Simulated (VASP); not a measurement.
# Pd in VASP: further runs, part 2 of 2

VASP 6.6.1. Earlier steps stand in the parts before.

### 6 Single point, HSE06

This run uses another cell than the first one, of 15.86 Å³/atom.

Input file POSCAR:

```
Pd
1.0
   -1.5826937604      1.5826937604      1.5826937604
    1.5826937604     -1.5826937604      1.5826937604
    1.5826937604      1.5826937604     -1.5826937604
Pd
1
Direct
    0.0000000000      0.0000000000      0.0000000000
```

Input file INCAR.step1:

```
SYSTEM = Pd
PREC     = Accurate       ! precision mode
ENCUT    = 520            ! plane-wave cutoff, eV
EDIFF    = 1E-5           ! SCF threshold, eV
ISMEAR   = -1             ! smearing method
SIGMA    = 0.05           ! smearing width, eV
LREAL    = .FALSE.        ! projectors in reciprocal space
LASPH    = .TRUE.         ! aspherical terms in the spheres
NELM     = 80             ! most SCF steps
ALGO     = Normal         ! electronic algorithm
ISIF     = 2              ! what is computed and relaxed
LWAVE    = .TRUE.         ! write WAVECAR
LCHARG   = .FALSE.        ! write CHGCAR
NBANDS   = 11             ! bands
GGA      = PE             ! functional
```

Input file INCAR.step2:

```
SYSTEM = Pd
PREC     = Accurate       ! precision mode
ENCUT    = 520            ! plane-wave cutoff, eV
EDIFF    = 1E-6           ! SCF threshold, eV
ISMEAR   = -1             ! smearing method
SIGMA    = 0.05           ! smearing width, eV
LREAL    = .FALSE.        ! projectors in reciprocal space
LASPH    = .TRUE.         ! aspherical terms in the spheres
NELM     = 80             ! most SCF steps
ALGO     = Normal         ! electronic algorithm
ISIF     = 2              ! what is computed and relaxed
LWAVE    = .FALSE.        ! write WAVECAR
LCHARG   = .FALSE.        ! write CHGCAR
GGA      = PE             ! functional
LHFCALC  = .TRUE.         ! exact exchange
HFSCREEN = 0.2079         ! screening, 1/A
PRECFOCK = Normal       
NBANDS   = 11             ! bands
ISTART   = 1
```

Input file KPOINTS:

```
Automatic mesh
0
G
  8 8 8
  0 0 0
```

Potentials or basis: VASP PAW PBE potentials, release 64 (Pd).

Command:

```bash
$ cat potpaw_PBE.64/Pd/POTCAR > POTCAR
$ cp INCAR.step1 INCAR
$ mpirun -np 1 vasp_std > vasp.out
$ cp INCAR.step2 INCAR
$ mpirun -np 1 vasp_std > vasp.out
```

OUTCAR:

```text
SYSTEM = Pd
   PREC = Accurate
   ENCUT = 520
   EDIFF = 1E-6
   ISMEAR = -1
   LREAL = .FALSE.
   LASPH = .TRUE.
   NELM = 80
   ISIF = 2
   GGA = PE
   LHFCALC = .TRUE.
   HFSCREEN = 0.2079
   PRECFOCK = Normal
   ISTART = 1

 ion  position               nearest neighbor table
   1  0.000  0.000  0.000-

  LATTYP: Found a body centered cubic cell.
 ALAT       =     3.1653875208

  Lattice vectors:

[... 521 lines left out ...]
      8      23.3794      0.00000
      9      25.7910      0.00000
     10      28.2472      0.00000
     11      36.5833      0.00000

 [... further k-points ...]

------------------------ aborting loop because EDIFF is reached ----------------------------------------

  FORCE on cell =-STRESS in cart. coord.  units (eV):
  Direction    XX          YY          ZZ          XY          YZ          ZX
  --------------------------------------------------------------------------------------
  -------------------------------------------------------------------------------------
  Total       -0.6757593     -0.6757593     -0.6757593      0.0000000     -0.0000000      0.0000000
  in kB      -68.2734654    -68.2734654    -68.2734654      0.0000000     -0.0000000      0.0000000
  external PRESSURE =     -68.2734654 kB  Pullay stress =       0.0000000 kB

 VOLUME and BASIS-vectors are now :
 -----------------------------------------------------------------------------
  energy-cutoff  :      520.00
  volume of cell :       15.86
      direct lattice vectors                 reciprocal lattice vectors
    -1.582693760  1.582693760  1.582693760     0.000000000  0.315917085  0.315917085
     1.582693760 -1.582693760  1.582693760     0.315917085  0.000000000  0.315917085
     1.582693760  1.582693760 -1.582693760     0.315917085  0.315917085  0.000000000

 POSITION                                       TOTAL-FORCE (eV/Angst)
 -----------------------------------------------------------------------------------
      0.00000      0.00000      0.00000        -0.000000     -0.000000      0.000000
 -----------------------------------------------------------------------------------
    total drift:                               -0.000847      0.000364     -0.000502

  FREE ENERGIE OF THE ION-ELECTRON SYSTEM (eV)
  ---------------------------------------------------
  free  energy   TOTEN  =        -5.9401273489 eV

  energy  without entropy=       -5.9267196374  energy(sigma->0) =       -5.93342349
```

OSZICAR.step1:

```text
N       E                     dE             d eps       ncg     rms          rms(c)
DAV:   1     0.424415371860E+02    0.42442E+02   -0.52146E+03   638   0.857E+02
DAV:   2    -0.480858288056E+01   -0.47250E+02   -0.46085E+02   701   0.178E+02
DAV:   3    -0.539078285873E+01   -0.58220E+00   -0.58133E+00   757   0.217E+01
DAV:   4    -0.539325366845E+01   -0.24708E-02   -0.24706E-02   752   0.146E+00
DAV:   5    -0.539328286995E+01   -0.29202E-04   -0.29200E-04   786   0.149E-01    0.624E+00
DAV:   6    -0.516298719502E+01    0.23030E+00   -0.99067E-01   764   0.797E+00    0.306E+00
DAV:   7    -0.515576495500E+01    0.72222E-02   -0.80655E-03   799   0.704E-01    0.166E+00
DAV:   8    -0.515305531059E+01    0.27096E-02   -0.91751E-04   763   0.226E-01    0.646E-02
DAV:   9    -0.515305166147E+01    0.36491E-05   -0.12265E-05   776   0.310E-02
   1 F= -.51530517E+01 E0= -.51459358E+01  d E =-.142317E-01
```

Wall time 19 min (1 thread of Intel Xeon Platinum 8488C (Sapphire Rapids), shared host); peak memory 0.24 GiB.

What came out:

| Quantity | Value |
| --- | --- |
| Free energy | -5.9401 eV |
| Pressure | -6.8 GPa |
| Band gap on the k mesh | zero (bands 5 and 6 overlap by 2.08 eV) |

Caveat: the cell stands under tension; the PAW data sets were made with another functional, which shifts forces and pressure a little.

### 7 Overview

```csv
level,cell,k mesh,smearing,grid for exact exchange (PRECFOCK),share of exact exchange,screening parameter,gap on the mesh (eV),pressure (GPa)
PBE,"a = 2.758, b = 2.716, c = 2.688 Å, angles 107.9, 112.2, 107.9°, 1 atom",13 × 13 × 14,gaussian 0.1 eV,-,-,-,none,-1.0
HSE06,"a = 2.723 Å, angles 109.5°, 1 atom",6 × 6 × 6,fermi-dirac 0.05 eV,Normal,0.25,0.2079 1/Å,none,-6.3
PBE,"a = 2.758, b = 2.716, c = 2.688 Å, angles 107.9, 112.2, 107.9°, 1 atom",16 × 16 × 17,gaussian 0.1 eV,-,-,-,none,-1.1
PBE,"a = 2.758, b = 2.716, c = 2.688 Å, angles 107.9, 112.2, 107.9°, 1 atom",19 × 19 × 20,gaussian 0.1 eV,-,-,-,none,-1.1
HSE06,"a = 2.741 Å, angles 109.5°, 1 atom",8 × 8 × 8,fermi-dirac 0.05 eV,Normal,0.25,0.2079 1/Å,none,-6.8
```

Alike in all rows: task single point; potentials or basis VASP PAW PBE potentials, release 64 (Pd); no spin polarisation; cutoff (eV) 520.

Caveats: some runs use coarse meshes; the PAW data sets were made with another functional, which shifts forces and pressure a little (at least some runs); the cell stands under tension (at least some runs).

Total energies depend on the potentials used, so only differences within one code and one set of settings carry meaning.
